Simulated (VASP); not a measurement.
Set up this calculation in VASP 6.6.1, as the native input.

```yaml
Task: single point
Functional: PBEsol
Dispersion: D3(BJ)
Potentials_or_basis: VASP PAW PBE potentials, release 64 (Al)
Cutoff: 520 eV
k_mesh: 18 × 18 × 6
Occupations: gaussian, width 0.15 eV
Spin: no spin polarisation
Dipole_correction: no
Further_INCAR_settings: ALGO = Normal; EDIFF = 1e-06; NBANDS = 14
```

The structure of Al lies in POSCAR:

```
Al
1.0
    2.7819292451      0.0000000000      0.0000000000
   -1.3909646225      2.4092213978      0.0000000000
    0.0000000000      0.0000000000      9.5036266873
Al
4
Direct
    0.0000000000      0.0000000000      0.0000000000
    0.3333333333      0.6666666667      0.2500000000
    0.0000000000      0.0000000000      0.5000000000
    0.6666666667      0.3333333333      0.7500000000
```

This isn't the form of Al at room conditions, which is fcc.

One way to write it, as run:

INCAR

```
ALGO = Normal ; EDIFF = 1E-6
ENCUT = 520 ; GGA = PS
ISIF = 2 ; ISMEAR = 0
IVDW = 12 ; LASPH = T
LCHARG = F ; LREAL = F
LWAVE = F ; NBANDS = 14
NELM = 60 ; PREC = Accurate
SIGMA = 0.15
```

KPOINTS

```
k-points
0
Gamma
  18 18 6
```

Potentials or basis: VASP PAW PBE potentials, release 64 (Al).

Launch:

```console
$ cat potpaw_PBE.64/Al/POTCAR > POTCAR
$ mpirun -np 1 vasp_std > vasp.out
```

Results of the run:

- Pressure: -1.4 GPa
- Band gap on the k mesh: zero (bands 6 and 7 overlap by 4.82 eV)
- Dispersion energy per atom: -0.329 eV

Caveat: the PAW data sets were made with another functional, which shifts forces and pressure a little.

It took 2.4 min on 1 thread of Intel Xeon 8259CL (shared host), peak memory 0.25 GiB.
